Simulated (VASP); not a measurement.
# Ca (I4/mmm) in VASP: a series of runs, part 2 of 2

VASP 6.6.1. Earlier steps stand in the parts before.

## Step 4: Single point, PBE (strain +0.030 along x and y, -0.015 along z)

Input file INCAR:

```
ALGO     = Fast           # electronic algorithm
EDIFF    = 1E-6           # SCF threshold, eV
ENCUT    = 520            # plane-wave cutoff, eV
GGA      = PE             # functional
ISIF     = 2              # what is computed and relaxed
ISMEAR   = 0              # smearing method
LASPH    = T              # aspherical terms in the spheres
LCHARG   = F              # write CHGCAR
LREAL    = F              # projectors in reciprocal space
LWAVE    = F              # write WAVECAR
NBANDS   = 11             # bands
NELM     = 80             # most SCF steps
PREC     = Accurate       # precision mode
SIGMA    = 0.15           # smearing width, eV
```

Input file KPOINTS:

```
k-points
0
Gamma
  14 14 14
```

Input file POSCAR:

```
Ca
1.0
    0.0000000000      2.8780260000      2.7522870000
    2.8780260000      0.0000000000      2.7522870000
    2.8780260000      2.8780260000      0.0000000000
Ca
1
Direct
    0.0000000000      0.0000000000      0.0000000000
```

Potentials or basis: VASP PAW PBE potentials, release 64 (Ca_sv).

The run is started by

```sh
cat potpaw_PBE.64/Ca_sv/POTCAR > POTCAR
mpirun -np 1 vasp_std > vasp.out
```

OUTCAR:

```text
EDIFF = 1E-6
   ENCUT = 520
   GGA = PE
   ISIF = 2
   ISMEAR = 0
   LASPH = T
   LREAL = F
   NELM = 80
   PREC = Accurate

 ion  position               nearest neighbor table
   1  0.000  0.000  0.000-

  LATTYP: Found a body centered tetragonal cell.
 ALAT       =     4.0701434021
 C/A-ratio  =     1.3524275329

  Lattice vectors:

 A1 = (   0.0000000000,  -2.8780260000,  -2.7522870000)
 A2 = (   0.0000000000,   2.8780260000,  -2.7522870000)
 A3 = (   2.8780260000,   0.0000000000,   2.7522870000)

Analysis of symmetry for initial positions (statically):
=====================================================================
 Subroutine PRICEL returns:
 Original cell was already a primitive cell.

 Routine SETGRP: Setting up the symmetry group for a
 body centered tetragonal supercell.

 Subroutine GETGRP returns: Found 16 space group operations
 (whereof 16 operations were pure point group operations)
 out of a pool of 16 trial point group operations.

The static configuration has the point symmetry D_4h.

Analysis of symmetry for dynamics (positions and initial velocities):
=====================================================================
 Subroutine PRICEL returns:
 Original cell was already a primitive cell.

 Routine SETGRP: Setting up the symmetry group for a
 body centered tetragonal supercell.

 Subroutine GETGRP returns: Found 16 space group operations
 (whereof 16 operations were pure point group operations)
 out of a pool of 16 trial point group operations.

The dynamic configuration has the point symmetry D_4h.

 Subroutine INISYM returns: Found 16 space group operations
 (whereof 16 operations are pure point group operations),
 and found     1 'primitive' translations

----------------------------------------------------------------------------------------

                                     Primitive cell

  volume of cell :      45.5946

  direct lattice vectors                    reciprocal lattice vectors
     0.000000000  2.878026000  2.752287000    -0.173730189  0.173730189  0.181667101
     2.878026000  0.000000000  2.752287000     0.173730189 -0.173730189  0.181667101
     2.878026000  2.878026000  0.000000000     0.173730189  0.173730189 -0.181667101

  length of vectors
     3.982225180  3.982225180  4.070143402     0.305560620  0.305560620  0.305560620

  position of ions in fractional coordinates (direct lattice)
     0.000000000  0.000000000  0.000000000

  ion indices of the primitive-cell ions
   primitive index   ion index
                 1           1

----------------------------------------------------------------------------------------

 KPOINTS: k-points

Automatic generation of k-mesh.
 Grid dimensions read from file:
 generate k-points for:   14   14   14

 Generating k-lattice:

  Cartesian coordinates                     Fractional coordinates (reciprocal lattice)
    -0.012409299  0.012409299  0.012976221     0.071428571  0.000000000  0.000000000
     0.012409299 -0.012409299  0.012976221     0.000000000  0.071428571  0.000000000
     0.012409299  0.012409299 -0.012976221     0.000000000  0.000000000  0.071428571

  Length of vectors
     0.021825759  0.021825759  0.021825759

  Shift w.r.t. Gamma in fractional coordinates (k-lattice)
     0.000000000  0.000000000  0.000000000

 Subroutine IBZKPT returns following result:
 ===========================================

 Found    244 irreducible k-points:

 Following reciprocal coordinates:
            Coordinates               Weight
  0.000000  0.000000  0.000000      1.000000
  0.071429 -0.000000  0.000000      8.000000
  0.142857 -0.000000  0.000000      8.000000
  0.214286  0.000000  0.000000      8.000000
  0.285714 -0.000000  0.000000      8.000000
  0.357143  0.000000  0.000000      8.000000
[... 16 lines left out ...]
  0.214286  0.142857  0.000000      8.000000
  0.285714  0.142857  0.000000      8.000000
 [... further k-points ...]
   k-points           NKPTS =    244   k-points in BZ     NKDIM =    244   number of bands    NBANDS=     11
   number of dos      NEDOS =    301   number of ions     NIONS =      1
   total plane-waves  NPLWV =  27000
   dimension x,y,z NGX =    30 NGY =   30 NGZ =   30
   dimension x,y,z NGXF=    60 NGYF=   60 NGZF=   60
   ions per type =               1
   NGX,Y,Z   is equivalent  to a cutoff of  12.52, 12.52, 12.25 a.u.
   NGXF,Y,Z  is equivalent  to a cutoff of  25.05, 25.05, 24.51 a.u.
 SYSTEM =  unknown system
   PREC   = accura    normal or accurate (medium, high low for compatibility)
   ISTART =      0    job   : 0-new  1-cont  2-samecut
   ICHARG =      2    charge: 1-file 2-atom 10-const
   ISPIN  =      1    spin polarized calculation?
   LNONCOLLINEAR =      F non collinear calculations
   LSORBIT =      F    spin-orbit coupling
   LASPH  =      T    aspherical Exc in radial PAW
   ENCUT  =  520.0 eV  38.22 Ry    6.18 a.u.   7.40  7.40  7.57*2*pi/ulx,y,z
   NELM   =     80;   NELMIN=  2; NELMDL= -5     # of ELM steps
   EDIFF  = 0.1E-05   stopping-criterion for ELM
   LREAL  =      F    real-space projection
   EDIFFG = 0.1E-04   stopping-criterion for IOM
   NSW    =      0    number of steps for IOM
   IBRION =     -1    ionic relax: 0-MD 1-quasi-New 2-CG
   NFREE  =      0    steps in history (QN), initial steepest desc. (CG)
   ISIF   =      2    stress and relaxation
   ISYM   =      2    0-nonsym 1-usesym 2-fastsym
   POTIM  = 0.5000    time-step for ionic-motion
   TEBEG  =    0.0;   TEEND  =   0.0 temperature during run
   PSTRESS=    0.0 pullay stress
   NELECT =      10.0000    total number of electrons
   NUPDOWN=      -1.0000    fix difference up-down
   EMIN   =  10.00;   EMAX   =-10.00  energy-range for DOS
   EFERMI =   0.00;   METHOD = LEGACY
   ISMEAR =     0;   SIGMA  =   0.15  broadening in eV -4-tet -1-fermi 0-gaus
   EFERMI_NEDOS =   21; number of points for ismear=-14 and -15
   IALGO  =     68    algorithm
   IMIX   =      4    mixing-type and parameters
     AMIX     =   0.40;   BMIX     =  1.00
     AMIX_MAG =   1.60;   BMIX_MAG =  1.00
  volume/ion in A,a.u.               =      45.59       307.69
  Fermi-wavevector in a.u.,A,eV,Ry     =   0.987273  1.865675 13.261698  0.974707
  Thomas-Fermi vector in A             =   2.118715
   LORBIT       =      0    0 simple, 1 ext, 2 COOP (PROOUT), +10 PAW based schemes
   GGA     = PE    functional components
   LHFCALC =     F    Hartree Fock is set to
   AEXX    =    0.0000 exact exchange contribution
   IVDW    =     0    specifies the selected vdW correction
   LEPSILON=     F    determine dielectric tensor
   LRPA    =     F    only Hartree local field effects (RPA)
 non-spin polarized calculation
 RMM-DIIS sequential band-by-band and
 Gauss-broadening in eV      SIGMA  =   0.15
  energy-cutoff  :      520.00
  volume of cell :       45.59
 maximum number of plane-waves:      1246
 NGX is ok and might be reduce to    30
   NGX = 15   NGY = 15   NGZ = 15

 number of electron      10.0000002 magnetization

 Free energy of the ion-electron system (eV)
  ---------------------------------------------------
  ext. energy  EPLUGINS =         0.00000000
  ---------------------------------------------------
  free energy    TOTEN  =        -1.92376071 eV

  energy without entropy =       -1.90882817  energy(sigma->0) =       -1.91629444

 E-fermi :   1.6632     XC(G=0):  -7.5005

 val. band max:        1.6592739490   @ k =  -0.3571   0.0714   0.4286
 cond. band min:       1.6656807616   @ k =  -0.3571   0.5000   0.1429
 fundamental gap:      0.0064068126
 Fermi energy:         1.6631545488

 k-point     1 :       0.0000    0.0000    0.0000
  band No.  band energies     occupation
      1     -40.5356      2.00000
      2     -21.4610      2.00000
      3     -21.4610      2.00000
      4     -21.4586      2.00000
      5      -2.2235      2.00000
      6       3.8393      0.00000
      7       3.8393      0.00000
      8       4.0189      0.00000
      9       4.7487      0.00000
     10       4.9735      0.00000
     11      10.4685      0.00000
[... 309 lines left out ...]
 k-point    24 :       0.2857    0.1429    0.0000
  band No.  band energies     occupation
      1     -40.5297      2.00000
      2     -21.5130      2.00000
      3     -21.4778      2.00000
      4     -21.4731      2.00000
      5      -1.0293      2.00000
      6       3.0042      0.00000
      7       3.9688      0.00000
      8       4.0786      0.00000
      9       4.5692      0.00000
     10       5.0986      0.00000
     11       8.7848      0.00000

 [... further k-points ...]

------------------------ aborting loop because EDIFF is reached ----------------------------------------

  FORCE on cell =-STRESS in cart. coord.  units (eV):
  Direction    XX          YY          ZZ          XY          YZ          ZX
  --------------------------------------------------------------------------------------
  -------------------------------------------------------------------------------------
  Total       -0.3608551     -0.3608551     -0.2897807      0.0000000     -0.0000000      0.0000000
  in kB      -12.6803211    -12.6803211    -10.1827916      0.0000000     -0.0000000      0.0000000
  external PRESSURE =     -11.8478112 kB  Pullay stress =       0.0000000 kB

 VOLUME and BASIS-vectors are now :
 -----------------------------------------------------------------------------
  energy-cutoff  :      520.00
  volume of cell :       45.59
      direct lattice vectors                 reciprocal lattice vectors
     0.000000000  2.878026000  2.752287000    -0.173730189  0.173730189  0.181667101
     2.878026000  0.000000000  2.752287000     0.173730189 -0.173730189  0.181667101
     2.878026000  2.878026000  0.000000000     0.173730189  0.173730189 -0.181667101

 POSITION                                       TOTAL-FORCE (eV/Angst)
 -----------------------------------------------------------------------------------
      0.00000      0.00000      0.00000        -0.000000      0.000000     -0.000000
 -----------------------------------------------------------------------------------
    total drift:                               -0.000000     -0.000000      0.000000

  FREE ENERGIE OF THE ION-ELECTRON SYSTEM (eV)
  ---------------------------------------------------
  free  energy   TOTEN  =        -1.9237607057 eV

  energy  without entropy=       -1.9088281665  energy(sigma->0) =       -1.91629444
```

Run time: 2.1 min. Hardware: 1 thread of Intel Xeon Platinum 8488C (Sapphire Rapids), shared host; peak memory 0.25 GiB.

Results:

```yaml
Free_energy: -1.9238 eV
Pressure: -1.2 GPa
Band_gap_on_the_k_mesh: zero (band 5 reaches 1.88 eV, above the bottom of band 6 at 1.46 eV)
```

Stress tensor (GPa, compression positive):
```
-1.27  0.00  0.00
 0.00 -1.27  0.00
 0.00  0.00 -1.02
```

Caveat: the cell differs from its parent crystal (strain +0.030 along x and y, -0.015 along z).

## Step 5: Overview

```csv
cell,gap on the mesh (eV),pressure (GPa)
"a = 3.923, b = 3.923, c = 4.011 Å, angles 59.3, 59.3, 61.5°, 1 atom",none,-0.5
"a = 3.953, b = 3.953, c = 4.070 Å, angles 59.0, 59.0, 62.0°, 1 atom",none,-1.0
"a = 3.982, b = 3.982, c = 4.070 Å, angles 59.3, 59.3, 61.5°, 1 atom",none,-1.2
```

Alike in all rows: task single point; level PBE; potentials or basis VASP PAW PBE potentials, release 64 (Ca_sv); no spin polarisation; k mesh 14 × 14 × 14; cutoff (eV) 520; smearing gaussian 0.15 eV.

Total energies depend on the potentials used, so only differences within one code and one set of settings carry meaning.
